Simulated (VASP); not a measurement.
# Co (P6_3/mmc) in VASP: notebook

The runs below take Co through single point, with PBE.

Everything below comes from runs of VASP 6.6.1. Logs are shortened: lines on timing, memory, paths and dates and some standing lists are left out, and cuts for length are marked.

## Step 1: The cell of the first run

Symmetry: P6_3/mmc, No. 194, hexagonal system. Conventional cell: a = 2.471 Å, b = 2.471 Å, c = 8.088 Å, α = 90.00°, β = 90.00°, γ = 120.00°. Within 3.3 Å of Co (site symmetry -3m) lie 12 Co at 2.47 Å. Co (site symmetry -6m2) has 12 Co at 2.47 Å within 3.3 Å.

## Step 2: Single point, PBE, collinear spin, ferromagnetic start

Contents of INCAR:

```
PREC     = Accurate       # precision mode
ENCUT    = 520            # plane-wave cutoff, eV
EDIFF    = 1E-6           # SCF threshold, eV
ISMEAR   = -1             # smearing method
SIGMA    = 0.25           # smearing width, eV
LREAL    = False          # projectors in reciprocal space
LASPH    = True           # aspherical terms in the spheres
NELM     = 150            # most SCF steps
ALGO     = Normal         # electronic algorithm
ISIF     = 2              # what is computed and relaxed
LWAVE    = False          # write WAVECAR
LCHARG   = False          # write CHGCAR
ISPIN    = 2              # spin polarisation
MAGMOM   = 3.2 3.2 3.2 3.2 # initial moments
LORBIT   = 11             # projections on sites
LMAXMIX  = 4              # l up to which the mixer works
GGA      = PE             # functional
NBANDS   = 30             # bands
```

Contents of KPOINTS:

```
Automatic mesh
0
Gamma
  12 12 3
```

Contents of POSCAR:

```
Co
1.0
    2.4705620000      0.0000000000      0.0000000000
   -1.2352810000      2.1395694536      0.0000000000
    0.0000000000      0.0000000000      8.0882340000
Co
4
Direct
    0.0000000000      0.0000000000      0.0000000000
    0.3333333333      0.6666666667      0.2500000000
    0.0000000000      0.0000000000      0.5000000000
    0.6666666667      0.3333333333      0.7500000000
```

Potentials or basis: VASP PAW PBE potentials, release 64 (Co).

Started as:

```console
$ cat potpaw_PBE.64/Co/POTCAR > POTCAR
$ mpirun -np 1 vasp_std > vasp.out
```

OUTCAR:

```text
PREC = Accurate
   ENCUT = 520
   EDIFF = 1E-6
   ISMEAR = -1
   LREAL = False
   LASPH = True
   NELM = 150
   ISIF = 2
   ISPIN = 2
   LORBIT = 11
   GGA = PE

 ion  position               nearest neighbor table
   1  0.000  0.000  0.000-   2 2.47   4 2.47   2 2.47   4 2.47   4 2.47   2 2.47
   2  0.333  0.667  0.250-   1 2.47   3 2.47   1 2.47   3 2.47   1 2.47   3 2.47
   3  0.000  0.000  0.500-   2 2.47   4 2.47   2 2.47   4 2.47   4 2.47   2 2.47
   4  0.667  0.333  0.750-   1 2.47   3 2.47   1 2.47   3 2.47   1 2.47   3 2.47

  LATTYP: Found a hexagonal cell.
 ALAT       =     2.4705620000
 C/A-ratio  =     3.2738437651

  Lattice vectors:

 A1 = (   2.4705620000,   0.0000000000,   0.0000000000)
 A2 = (  -1.2352810000,   2.1395694536,   0.0000000000)
 A3 = (   0.0000000000,   0.0000000000,   8.0882340000)

Analysis of symmetry for initial positions (statically):
=====================================================================
 Subroutine PRICEL returns:
 Original cell was already a primitive cell.

 Routine SETGRP: Setting up the symmetry group for a
 hexagonal supercell.

 Subroutine GETGRP returns: Found 24 space group operations
 (whereof 12 operations were pure point group operations)
 out of a pool of 24 trial point group operations.

The static configuration has the point symmetry D_3d.
 The point group associated with its full space group is D_6h.

Analysis of symmetry for dynamics (positions and initial velocities):
=====================================================================
 Subroutine PRICEL returns:
 Original cell was already a primitive cell.

 Routine SETGRP: Setting up the symmetry group for a
 hexagonal supercell.

 Subroutine GETGRP returns: Found 24 space group operations
 (whereof 12 operations were pure point group operations)
 out of a pool of 24 trial point group operations.

The dynamic configuration has the point symmetry D_3d.
 The point group associated with its full space group is D_6h.

Analysis of structural, dynamic, and magnetic symmetry:
=====================================================================
 Subroutine PRICEL returns:
 Original cell was already a primitive cell.

 Routine SETGRP: Setting up the symmetry group for a
 hexagonal supercell.

 Subroutine GETGRP returns: Found 24 space group operations
 (whereof 12 operations were pure point group operations)
 out of a pool of 24 trial point group operations.

The overall configuration has the point symmetry D_3d.
 The point group associated with its full space group is D_6h.

 Subroutine INISYM returns: Found 24 space group operations
 (whereof 12 operations are pure point group operations),
 and found     1 'primitive' translations

----------------------------------------------------------------------------------------

                                     Primitive cell

  volume of cell :      42.7539

  direct lattice vectors                    reciprocal lattice vectors
     2.470562000  0.000000000  0.000000000     0.404766203  0.233691876  0.000000000
    -1.235281000  2.139569454  0.000000000     0.000000000  0.467383753  0.000000000
     0.000000000  0.000000000  8.088234000     0.000000000  0.000000000  0.123636383

  length of vectors
     2.470562000  2.470562000  8.088234000     0.467383753  0.467383753  0.123636383

  position of ions in fractional coordinates (direct lattice)
     0.000000000  0.000000000  0.000000000
     0.333333333  0.666666667  0.250000000
     0.000000000  0.000000000  0.500000000
     0.666666667  0.333333333  0.750000000

  ion indices of the primitive-cell ions
   primitive index   ion index
                 1           1
                 2           2
                 3           3
                 4           4

----------------------------------------------------------------------------------------

 KPOINTS: Automatic mesh

Automatic generation of k-mesh.
 Grid dimensions read from file:
 generate k-points for:   12   12    3

 Generating k-lattice:

  Cartesian coordinates                     Fractional coordinates (reciprocal lattice)
     0.033730517  0.019474323  0.000000000     0.083333333  0.000000000  0.000000000
     0.000000000  0.038948646  0.000000000     0.000000000  0.083333333  0.000000000
     0.000000000  0.000000000  0.041212128     0.000000000  0.000000000  0.333333333

  Length of vectors
     0.038948646  0.038948646  0.041212128

  Shift w.r.t. Gamma in fractional coordinates (k-lattice)
     0.000000000  0.000000000  0.000000000

 Subroutine IBZKPT returns following result:
 ===========================================

 Found     38 irreducible k-points:

 Following reciprocal coordinates:
            Coordinates               Weight
  0.000000  0.000000  0.000000      1.000000
  0.083333  0.000000  0.000000      6.000000
  0.166667  0.000000  0.000000      6.000000
  0.250000  0.000000  0.000000      6.000000
  0.333333  0.000000  0.000000      6.000000
  0.416667  0.000000  0.000000      6.000000
[... 16 lines left out ...]
  0.250000  0.000000  0.333333     12.000000
  0.333333  0.000000  0.333333     12.000000
 [... further k-points ...]
   k-points           NKPTS =     38   k-points in BZ     NKDIM =     38   number of bands    NBANDS=     30
   number of dos      NEDOS =    301   number of ions     NIONS =      4
   total plane-waves  NPLWV =  19440
   dimension x,y,z NGX =    18 NGY =   18 NGZ =   60
   dimension x,y,z NGXF=    36 NGYF=   36 NGZF=  120
   ions per type =               4
   NGX,Y,Z   is equivalent  to a cutoff of  12.11, 12.11, 12.33 a.u.
   NGXF,Y,Z  is equivalent  to a cutoff of  24.22, 24.22, 24.66 a.u.
 SYSTEM =  unknown system
   PREC   = accura    normal or accurate (medium, high low for compatibility)
   ISTART =      0    job   : 0-new  1-cont  2-samecut
   ICHARG =      2    charge: 1-file 2-atom 10-const
   ISPIN  =      2    spin polarized calculation?
   LNONCOLLINEAR =      F non collinear calculations
   LSORBIT =      F    spin-orbit coupling
   LASPH  =      T    aspherical Exc in radial PAW
   ENCUT  =  520.0 eV  38.22 Ry    6.18 a.u.   4.59  4.59 15.04*2*pi/ulx,y,z
   NELM   =    150;   NELMIN=  2; NELMDL= -5     # of ELM steps
   EDIFF  = 0.1E-05   stopping-criterion for ELM
   LREAL  =      F    real-space projection
   EDIFFG = 0.1E-04   stopping-criterion for IOM
   NSW    =      0    number of steps for IOM
   IBRION =     -1    ionic relax: 0-MD 1-quasi-New 2-CG
   NFREE  =      0    steps in history (QN), initial steepest desc. (CG)
   ISIF   =      2    stress and relaxation
   ISYM   =      2    0-nonsym 1-usesym 2-fastsym
   POTIM  = 0.5000    time-step for ionic-motion
   TEBEG  =    0.0;   TEEND  =   0.0 temperature during run
   PSTRESS=    0.0 pullay stress
   NELECT =      36.0000    total number of electrons
   NUPDOWN=      -1.0000    fix difference up-down
   EMIN   =  10.00;   EMAX   =-10.00  energy-range for DOS
   EFERMI =   0.00;   METHOD = LEGACY
   ISMEAR =    -1;   SIGMA  =   0.25  broadening in eV -4-tet -1-fermi 0-gaus
   EFERMI_NEDOS =   21; number of points for ismear=-14 and -15
   IALGO  =     38    algorithm
   IMIX   =      4    mixing-type and parameters
     AMIX     =   0.40;   BMIX     =  1.00
     AMIX_MAG =   1.60;   BMIX_MAG =  1.00
  volume/ion in A,a.u.               =      10.69        72.13
  Fermi-wavevector in a.u.,A,eV,Ry     =   1.545908  2.921343 32.515642  2.389832
  Thomas-Fermi vector in A             =   2.651220
   LORBIT       =     11    0 simple, 1 ext, 2 COOP (PROOUT), +10 PAW based schemes
   GGA     = PE    functional components
   LHFCALC =     F    Hartree Fock is set to
   AEXX    =    0.0000 exact exchange contribution
   IVDW    =     0    specifies the selected vdW correction
   LEPSILON=     F    determine dielectric tensor
   LRPA    =     F    only Hartree local field effects (RPA)
 spin polarized calculation
  energy-cutoff  :      520.00
  volume of cell :       42.75
 maximum number of plane-waves:      1170
   NGX =  9   NGY =  9   NGZ = 31

 number of electron      36.0000000 magnetization      12.8000000

 number of electron      35.9999991 magnetization       5.9263053

 Free energy of the ion-electron system (eV)
  ---------------------------------------------------
  ext. energy  EPLUGINS =         0.00000000
  ---------------------------------------------------
  free energy    TOTEN  =       -28.57846240 eV

  energy without entropy =      -27.47312497  energy(sigma->0) =      -28.02579369

 E-fermi :  10.5179     XC(G=0): -13.4947

 val. band max:       10.5136172533   @ k =   0.0833   0.0000   0.3333
 cond. band min:      10.5180217945   @ k =   0.3333   0.0000   0.0000
 fundamental gap:      0.0044045412
 Fermi energy:        10.5179345920

 spin component 1

 k-point     1 :       0.0000    0.0000    0.0000
  band No.  band energies     occupation
      1       1.4584      1.00000
      2       3.6844      1.00000
      3       3.6999      1.00000
      4       5.3122      1.00000
      5       7.5436      0.99999
      6       7.5571      0.99999
[... 781 lines left out ...]
     29      24.6622      0.00000
     30      25.6935      0.00000

 [... further k-points ...]

 spin component 2

 k-point     1 :       0.0000    0.0000    0.0000
  band No.  band energies     occupation
      1       1.4853      1.00000
      2       3.7810      1.00000
      3       3.7851      1.00000
      4       6.1514      1.00000
      5       8.7545      0.99914
      6       8.7908      0.99900
[... 781 lines left out ...]
     29      25.0645      0.00000
     30      26.0937      0.00000

 [... further k-points ...]
[... 5 lines left out ...]
  --------------------------------------------------------------------------------------
  -------------------------------------------------------------------------------------
  Total        1.1820600      1.1820600      0.6893333      0.0000000     -0.0000000      0.0000000
  in kB       44.2969947     44.2969947     25.8323531      0.0000000     -0.0000000      0.0000000
  external PRESSURE =      38.1421142 kB  Pullay stress =       0.0000000 kB

 VOLUME and BASIS-vectors are now :
 -----------------------------------------------------------------------------
  energy-cutoff  :      520.00
  volume of cell :       42.75
      direct lattice vectors                 reciprocal lattice vectors
     2.470562000  0.000000000  0.000000000     0.404766203  0.233691876  0.000000000
    -1.235281000  2.139569454  0.000000000     0.000000000  0.467383753  0.000000000
     0.000000000  0.000000000  8.088234000     0.000000000  0.000000000  0.123636383

 POSITION                                       TOTAL-FORCE (eV/Angst)
 -----------------------------------------------------------------------------------
      0.00000      0.00000      0.00000         0.000000      0.000000      0.000000
     -0.00000      1.42638      2.02206        -0.000000      0.000000     -0.000000
      0.00000      0.00000      4.04412         0.000000      0.000000      0.000000
      1.23528      0.71319      6.06618         0.000000     -0.000000      0.000000
 -----------------------------------------------------------------------------------
    total drift:                                0.000000     -0.000000      0.000000

  FREE ENERGIE OF THE ION-ELECTRON SYSTEM (eV)
  ---------------------------------------------------
  free  energy   TOTEN  =       -28.5784624027 eV

  energy  without entropy=      -27.4731249745  energy(sigma->0) =      -28.02579369

 total charge

# of ion       s       p       d       tot
------------------------------------------
    1        0.496   0.534   7.273   8.303
    2        0.496   0.536   7.270   8.302
    3        0.496   0.534   7.273   8.303
    4        0.496   0.536   7.270   8.302
--------------------------------------------------
tot          1.984   2.139  29.088  33.211

 magnetization (x)

# of ion       s       p       d       tot
------------------------------------------
    1       -0.012  -0.042   1.545   1.491
    2       -0.012  -0.043   1.550   1.496
    3       -0.012  -0.042   1.545   1.491
    4       -0.012  -0.043   1.550   1.496
--------------------------------------------------
tot         -0.048  -0.170   6.191   5.973
```

Wall time 42 s (1 thread of AMD EPYC 9R45 (Zen 5), shared host); peak memory 0.17 GiB.

What came out:

| Property | Result |
| --- | --- |
| Free energy | -28.5785 eV |
| Pressure | 3.8 GPa |
| Net moment | 5.93 μB per cell |
| Site moments | Co +1.49, +1.50 μB |
| Valence electrons inside the program's atomic spheres | Co 8.30 |

## Step 3: Single point, PBE, collinear spin, ferromagnetic start

Contents of INCAR:

```
SYSTEM = Co
PREC     = Accurate       ! precision mode
ENCUT    = 520            ! plane-wave cutoff, eV
EDIFF    = 1E-6           ! SCF threshold, eV
ISMEAR   = -1             ! smearing method
SIGMA    = 0.15           ! smearing width, eV
LREAL    = .FALSE.        ! projectors in reciprocal space
LASPH    = .TRUE.         ! aspherical terms in the spheres
NELM     = 150            ! most SCF steps
ALGO     = Normal         ! electronic algorithm
ISIF     = 2              ! what is computed and relaxed
LWAVE    = .FALSE.        ! write WAVECAR
LCHARG   = .FALSE.        ! write CHGCAR
ISPIN    = 2              ! spin polarisation
MAGMOM   = 3.2 3.2 3.2 3.2 ! initial moments
LORBIT   = 11             ! projections on sites
LMAXMIX  = 4              ! l up to which the mixer works
GGA      = PE             ! functional
NBANDS   = 30             ! bands
```

Contents of KPOINTS:

```
regular mesh
0
G
  12 12 3
  0 0 0
```

POSCAR is that of step 2.

Potentials or basis: VASP PAW PBE potentials, release 64 (Co).

Started as:

```console
$ cat potpaw_PBE.64/Co/POTCAR > POTCAR
$ mpirun -np 1 vasp_std > vasp.out
```

OUTCAR:

```text
SYSTEM = Co
   PREC = Accurate
   ENCUT = 520
   EDIFF = 1E-6
   ISMEAR = -1
   LREAL = .FALSE.
   LASPH = .TRUE.
   NELM = 150
   ISIF = 2
   ISPIN = 2
   LORBIT = 11
   GGA = PE

 ion  position               nearest neighbor table
   1  0.000  0.000  0.000-   2 2.47   4 2.47   2 2.47   4 2.47   4 2.47   2 2.47
   2  0.333  0.667  0.250-   1 2.47   3 2.47   1 2.47   3 2.47   1 2.47   3 2.47
   3  0.000  0.000  0.500-   2 2.47   4 2.47   2 2.47   4 2.47   4 2.47   2 2.47
   4  0.667  0.333  0.750-   1 2.47   3 2.47   1 2.47   3 2.47   1 2.47   3 2.47

  LATTYP: Found a hexagonal cell.
 ALAT       =     2.4705620000
 C/A-ratio  =     3.2738437651

  Lattice vectors:

 A1 = (   2.4705620000,   0.0000000000,   0.0000000000)
 A2 = (  -1.2352810000,   2.1395694536,   0.0000000000)
 A3 = (   0.0000000000,   0.0000000000,   8.0882340000)
[... 1813 lines left out ...]
     0.000000000  0.000000000  8.088234000     0.000000000  0.000000000  0.123636383

 POSITION                                       TOTAL-FORCE (eV/Angst)
 -----------------------------------------------------------------------------------
      0.00000      0.00000      0.00000         0.000000      0.000000     -0.000000
     -0.00000      1.42638      2.02206        -0.000000      0.000000      0.000000
      0.00000      0.00000      4.04412         0.000000      0.000000     -0.000000
      1.23528      0.71319      6.06618         0.000000     -0.000000     -0.000000
 -----------------------------------------------------------------------------------
    total drift:                                0.000000     -0.000000      0.000000

  FREE ENERGIE OF THE ION-ELECTRON SYSTEM (eV)
  ---------------------------------------------------
  free  energy   TOTEN  =       -28.2537313422 eV

  energy  without entropy=      -27.9245480365  energy(sigma->0) =      -28.08913969

 total charge

# of ion       s       p       d       tot
------------------------------------------
    1        0.497   0.535   7.272   8.303
    2        0.496   0.537   7.266   8.300
    3        0.497   0.535   7.272   8.303
    4        0.496   0.537   7.266   8.300
--------------------------------------------------
tot          1.987   2.144  29.077  33.208

 magnetization (x)

# of ion       s       p       d       tot
------------------------------------------
    1       -0.013  -0.047   1.676   1.615
    2       -0.013  -0.049   1.689   1.628
    3       -0.013  -0.047   1.676   1.615
    4       -0.013  -0.049   1.689   1.628
--------------------------------------------------
tot         -0.052  -0.192   6.730   6.486
```

stdout:

```text
POSCAR found type information on POSCAR Co
 POSCAR found :  1 types and       4 ions
 scaLAPACK will be used
 LDA part: xc-table for (Slater+PW92), standard interpolation
 POSCAR, INCAR and KPOINTS ok, starting setup
 FFT: planning ... GRIDC
 FFT: planning ... GRID_SOFT
 FFT: planning ... GRID
 WAVECAR not read
 entering main loop
```

It took 42 s on 1 thread of AMD EPYC 9R45 (Zen 5), shared host; peak memory 0.17 GiB.

What came out:

- Free energy: -28.2537 eV
- Pressure: 3.9 GPa
- Net moment: 6.43 μB per cell
- Site moments: Co +1.61, +1.63 μB
- Valence electrons inside the program's atomic spheres: Co 8.30

Levels at points of the mesh, in eV from the Fermi level:
Spin up:
```
           k point  band 19  band 20  band 21  band 22  band 23  band 24
(0.00, 0.00, 0.00)    -1.47    -1.18    -1.18    -0.77    -0.77    -0.28
(0.50, 0.00, 0.00)    -0.52    -0.50     0.28     1.40     2.51     3.14
```
Spin down:
```
           k point  band 11  band 12  band 13  band 14  band 15  band 16  band 17  band 18
(0.00, 0.00, 0.00)    -1.14    -0.85    -0.85    -0.81    -0.81    -0.32     0.06     0.06
(0.50, 0.00, 0.00)    -0.82    -0.09    -0.06     0.53     1.19     1.21     1.22     1.25
```

## Step 4: Single point, PBE, collinear spin, ferromagnetic start

Contents of INCAR:

```
PREC = Accurate
ENCUT = 520
EDIFF = 1E-6
ISMEAR = -1
SIGMA = 0.1
LREAL = F
LASPH = T
NELM = 150
ALGO = Normal
ISIF = 2
LWAVE = F
LCHARG = T
ISPIN = 2
MAGMOM = 3.2 3.2 3.2 3.2
LORBIT = 11
LMAXMIX = 4
GGA = PE
LELF = T
LVHAR = T
NBANDS = 30
```

Contents of KPOINTS:

```
regular mesh
0
Gamma
  12 12 3
```

POSCAR is that of step 3.

Started as:

```console
$ cat potpaw_PBE.64/Co/POTCAR > POTCAR
$ mpirun -np 1 vasp_std > vasp.out
```

Wall time 45 s (1 thread of AMD EPYC 9R45 (Zen 5), shared host); peak memory 0.17 GiB.

It converged, with:

```
Free energy                                           : -28.1650 eV
Pressure                                              : 4.0 GPa
Net moment                                            : 6.54 μB per cell
Site moments                                          : Co +1.64, +1.66 μB
Valence electrons inside the program's atomic spheres : Co 8.30
```

Stress tensor (GPa, compression positive):
```
5.00 0.00 0.00
0.00 5.00 0.00
0.00 0.00 2.07
```

Levels at points of the mesh, in eV from the Fermi level:
Spin up:
| k point | band 18 | band 19 | band 20 | band 21 | band 22 | band 23 | band 24 | band 25 |
| --- | --- | --- | --- | --- | --- | --- | --- | --- |
| (0.00, 0.00, 0.00) | -1.49 | -1.49 | -1.19 | -1.19 | -0.79 | -0.79 | -0.28 | 6.26 |
| (0.50, 0.00, 0.00) | -0.55 | -0.54 | -0.52 | 0.28 | 1.40 | 2.51 | 3.14 | 7.06 |
Spin down:
```csv
k point,band 11,band 12,band 13,band 14,band 15,band 16,band 17,band 18
"(0.00, 0.00, 0.00)",-1.13,-0.84,-0.84,-0.80,-0.80,-0.32,0.07,0.07
"(0.50, 0.00, 0.00)",-0.81,-0.08,-0.05,0.53,1.21,1.23,1.24,1.27
```

## Step 5: Summary

```tsv
smearing	gap on the mesh (eV)	pressure (GPa)	moment (μB)
fermi-dirac 0.25 eV	none	3.8	5.93
fermi-dirac 0.15 eV	none	3.9	6.43
fermi-dirac 0.1 eV	none	4.0	6.54
```

Alike in all rows: task single point; level PBE; potentials or basis VASP PAW PBE potentials, release 64 (Co); spin collinear, ferromagnetic start; cell as given; k mesh 12 × 12 × 3; cutoff (eV) 520.

Every run on the cell as given and a fine mesh finds a metal.

Absolute energies hang on the potentials; compare differences alone.
